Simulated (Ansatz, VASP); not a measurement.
# One calculation of BaTiO3, two programs

INCAR

```
  PREC = Accurate
  ENCUT = 520
  EDIFF = 1E-8
  ISMEAR = -1
  SIGMA = 0.03
  LREAL = False
  LASPH = True
  NELM = 60
  ALGO = Normal
  ISIF = 2
  LWAVE = False
  LCHARG = False
  GGA = PE
  LEFG = True
  NBANDS = 28
```

The input KPOINTS:

```
Automatic mesh
0
Gamma
  7 7 7
```

The input POSCAR:

```
BaTiO3
1.0
    3.9998000000      0.0599970000      0.0599970000
    0.0599970000      3.9998000000      0.0599970000
    0.0602700000      0.0602700000      4.0180000000
Ba Ti O
1 1 3
Direct
    0.0000000000      0.0000000000      0.0000000000
    0.5000000000      0.5000000000      0.5000000000
    0.5000000000      0.5000000000      0.0000000000
    0.5000000000      0.0000000000      0.5000000000
    0.0000000000      0.5000000000      0.5000000000
```

Input for Ansatz:

```yaml
crystal:
  lattice:
    - [3.9998, 0.059997, 0.059997]
    - [0.059997, 3.9998, 0.059997]
    - [0.06027, 0.06027, 4.018]
  atoms:
    - { symbol: Ba, position: [0.0, 0.0, 0.0] }
    - { symbol: Ti, position: [0.5, 0.5, 0.5] }
    - { symbol: O, position: [0.5, 0.5, 0.0] }
    - { symbol: O, position: [0.5, 0.0, 0.5] }
    - { symbol: O, position: [0.0, 0.5, 0.5] }
kpoints:
  mp_grid: { grid: [7, 7, 7] }
scf:
  occupations: { method: fermi_dirac, width: 0.03 }
hamiltonian:
  xc: pbe
  pseudopotentials: { kind: all_electron, datasets: crystal }
output:
  forces: true
  stress: true
  eigenvalues: true
  efg: { contact_densities: true }
```

Change from the starting cell: equal xy, yz and zx shear strains of +3 %, crystal datasets.

Alike in both runs: task electric field gradients; functional PBE; k mesh 7 × 7 × 7; occupations fermi-dirac, width 0.03 eV; no spin polarisation.

```csv
,VASP,Ansatz
version,VASP 6.6.1,Ansatz 0.2.0
potentials or method,"VASP PAW PBE potentials, release 64 (Ba_sv, Ti_sv, O), cutoff 520 eV","all-electron PAW with datasets made for the crystal, scalar-relativistic"
```

```csv
,VASP,Ansatz,Ansatz less VASP
gap on the k mesh at the Fermi level (eV),1.70,1.74,+0.043
pressure (GPa),3.7,1.9,-1.78
"traceless stress, the component that is largest in VASP (GPa)",-3.72,-3.61,+0.119
size of Vzz on the site where it differs most (V/Å²),42.2,39.2,-3.06
```

Ansatz ran all-electron here, and VASP with PAW potentials.

Spin-orbit coupling is off throughout.
